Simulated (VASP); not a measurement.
**ZnS: single point with PBE**

The system is ZnS.

```
Zn S
1.0
     0.00000    2.70465    2.70465
     2.70465    0.00000    2.70465
     2.70465    2.70465    0.00000
Zn S
1 1
Direct
  0.94663 0.94663 0.94663
  0.75000 0.75000 0.75000
```

This cell differs from its parent crystal: all Zn atoms moved +0.500 Å, as atom 1 towards its neighbour atom 2 (S) at 2.342 Å.

| Property | Result |
| --- | --- |
| Program | VASP 6.6.1 |
| Task | single point |
| Functional | PBE |
| Potentials or basis | VASP PAW PBE potentials, release 64 (Zn, S) |
| Cutoff | 520 eV |
| k mesh | 10 × 10 × 10 |
| Occupations | gaussian, width 0.05 eV |
| Spin | no spin polarisation |
| Dipole correction | no |
| Further INCAR settings | ALGO = Normal; EDIFF = 1e-06; NBANDS = 16 |

The pressure is 18.1 GPa and the largest force is 9.420 eV/Å. The band gap on the k mesh is 1.95 eV, direct.

Forces in eV/Å, atoms in the order of the input:
```
Zn   5.439  5.439  5.439
S   -5.439 -5.439 -5.439
```

Stress tensor (GPa, compression positive):
```
18.11 20.60 20.60
20.60 18.11 20.60
20.60 20.60 18.11
```

Levels at points of the mesh, in eV from the valence-band top:
| k point | band 5 | band 6 | band 7 | band 8 | band 9 | band 10 | band 11 | band 12 | band 13 | band 14 |
| --- | --- | --- | --- | --- | --- | --- | --- | --- | --- | --- |
| (0.00, 0.00, 0.00) | -6.62 | -6.62 | -0.98 | 0.00 | 0.00 | 1.95 | 6.08 | 6.08 | 7.42 | 11.16 |
| (0.50, 0.00, 0.00) | -6.54 | -6.45 | -4.95 | -1.54 | -0.29 | 2.75 | 5.35 | 7.90 | 8.40 | 11.28 |
| (0.50, 0.50, 0.50) | -6.68 | -6.68 | -5.92 | -1.30 | -1.30 | 3.93 | 7.31 | 7.31 | 8.81 | 11.45 |
| (0.50, 0.50, 0.00) | -6.54 | -6.50 | -4.71 | -2.39 | -2.05 | 2.51 | 4.17 | 10.22 | 11.47 | 12.85 |

Wall time 35 s on 1 thread of Intel(R) Xeon(R) 6975P-C (Granite Rapids), with other jobs on the host, peak memory 0.2 GiB.

Caveat: the cell differs from its parent crystal (all Zn atoms moved +0.500 Å, as atom 1 towards its neighbour atom 2 (S) at 2.342 Å); forces of over 1 eV/Å act on the atoms, so gaps and moduli don't describe the material at rest.
